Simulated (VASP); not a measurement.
Wanted: the native input for a VASP 6.6.1 run.

- Task: single point
- Functional: PBEsol
- Potentials or basis: VASP PAW PBE potentials, release 64 (Pd, I)
- Cutoff: 520 eV
- k mesh: 12 × 12 × 12
- Occupations: fermi-dirac, width 0.1 eV
- Spin: no spin polarisation
- Dipole correction: no
- Further INCAR settings: ALGO = Normal; EDIFF = 1e-06; NBANDS = 16

The structure of PdI (zincblende type) lies in POSCAR:

```
PdI
1.0
    0.0000000000      3.0375707548      3.0375707548
    3.0375707548      0.0000000000      3.0375707548
    3.0375707548      3.0375707548      0.0000000000
Pd I
1 1
Direct
    0.0000000000      0.0000000000      0.0000000000
    0.2500000000      0.2500000000      0.2500000000
```

One way to write it, as run:

INCAR

```
  PREC = Accurate
  ENCUT = 520
  EDIFF = 1E-6
  ISMEAR = -1
  SIGMA = 0.1
  LREAL = False
  LASPH = True
  NELM = 80
  ALGO = Normal
  ISIF = 2
  LWAVE = False
  LCHARG = False
  GGA = PS
  NBANDS = 16
```

KPOINTS

```
Automatic mesh
0
Gamma
  12 12 12
```

Potentials or basis: VASP PAW PBE potentials, release 64 (Pd, I).

The run is started by

```console
$ cat potpaw_PBE.64/Pd/POTCAR potpaw_PBE.64/I/POTCAR > POTCAR
$ mpirun -np 1 vasp_std > vasp.out
```

Results of the run:

```yaml
Pressure: -0.1 GPa
Band_gap_on_the_k_mesh: zero (an odd number of electrons rules out a gap without spin polarisation)
```

Caveat: the PAW data sets were made with another functional, which shifts forces and pressure a little; spin-orbit coupling is left out, which moves the levels of the heavy elements; an odd number of electrons without spin polarisation forces a metal; a magnetic or distorted state may lie lower.

Run time: 62 s on 1 thread of AMD EPYC 7R43 64-Core Processor (Zen 3), with other jobs on the host, peak memory 0.18 GiB.
